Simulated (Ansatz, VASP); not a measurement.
KBr: VASP beside Ansatz

```
K Br
1.0
     0.00000    3.29454    3.29454
     3.29454    0.00000    3.29454
     3.29454    3.29454    0.00000
K Br
1 1
Direct
  0.01051 0.01051 0.01051
  0.50000 0.50000 0.50000
```

Alike in both runs: task electric field gradients; functional r2SCAN; k mesh 7 × 7 × 7; occupations fermi-dirac, width 0.02 eV; no spin polarisation.

|  | VASP | Ansatz |
| --- | --- | --- |
| version | VASP 6.6.1 | Ansatz 0.2.0 |
| potentials or method | VASP PAW PBE potentials, release 64 (K_sv, Br), cutoff 520 eV | PAW with Ansatz's default frozen-core files, scalar-relativistic |
| valence electrons in the cell | 16 | 16 |

```csv
,VASP,Ansatz,Ansatz less VASP
gap on the k mesh at the Fermi level (eV),5.10,5.09,-0.002
pressure (GPa),0.2,0.2,0.00
rms of the force components (eV/Å),0.095,0.094,-0.0013
```

VASP's potentials were made for PBE, not for r2SCAN. Atom by atom the forces differ by 0.001 eV/Å (rms over components).
